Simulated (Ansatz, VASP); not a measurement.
## Cu in VASP and in Ansatz

INCAR

```
ALGO = Normal
EDIFF = 1E-7
EDIFFG = -0.002
ENCUT = 600
GGA = PE
GGA_COMPAT = False
IBRION = 2
ISIF = 3
ISMEAR = 0
LASPH = True
LCHARG = False
LREAL = False
LWAVE = False
NELM = 120
NELMIN = 4
NSW = 100
PREC = Accurate
SIGMA = 0.1
```

Contents of KPOINTS:

```
k-points
0
Gamma
  20 20 20
```

POSCAR

```
Cu
1.0
    0.0000000000      1.8135739183      1.8135739183
    1.8135739183      0.0000000000      1.8135739183
    1.8135739183      1.8135739183      0.0000000000
Cu
1
Direct
    0.0000000000      0.0000000000      0.0000000000
```

Input for Ansatz:

```yaml
crystal:
  lattice:
    - [0.0, 1.8135739171, 1.8135739171]
    - [1.8135739171, 0.0, 1.8135739171]
    - [1.8135739171, 1.8135739171, 0.0]
  atoms:
    - { symbol: Cu, position: [0.0, 0.0, 0.0] }
basis:
  ecutwfc: 420
kpoints:
  mp_grid: { grid: [20, 20, 20] }
hamiltonian:
  xc: pbe
  pseudopotentials: { kind: paw, azcp: { folder: soft_1 } }
scf:
  occupations: { method: gaussian, width: 0.1 }
output:
  forces: true
  stress: true
  eigenvalues: true
relax:
  adjacent_minimum: "off"
  f_tol: 0.002
  max_steps: 80
  cell: { stress_tol: 0.02 }
```

Alike in both runs: task relaxation of cell and atoms; functional PBE; k mesh 20 × 20 × 20; occupations gaussian, width 0.1 eV; no spin polarisation.

|  | VASP | Ansatz |
| --- | --- | --- |
| version | VASP 6.6.1 | Ansatz 0.2.0 |
| potentials or method | VASP PAW PBE potentials, release 64 (Cu), cutoff 600 eV | scalar-relativistic, plane waves, PAW |
| valence electrons in the cell | 11 | 19 |

```tsv
	VASP	Ansatz	Ansatz less VASP
gap on the k mesh at the Fermi level, each at its own relaxed structure (eV)	none	none	-
relaxed volume (Å³/atom)	12.01	11.95	-0.058
relaxed cell length with the largest relative difference (Å)	2.570	2.566	-0.0042
```

A gap of «none» marks a metal or a gap that the smearing closes. VASP's potentials hold 11 valence electrons a cell and Ansatz's 19, so a difference there can come from the potentials and not from the codes.
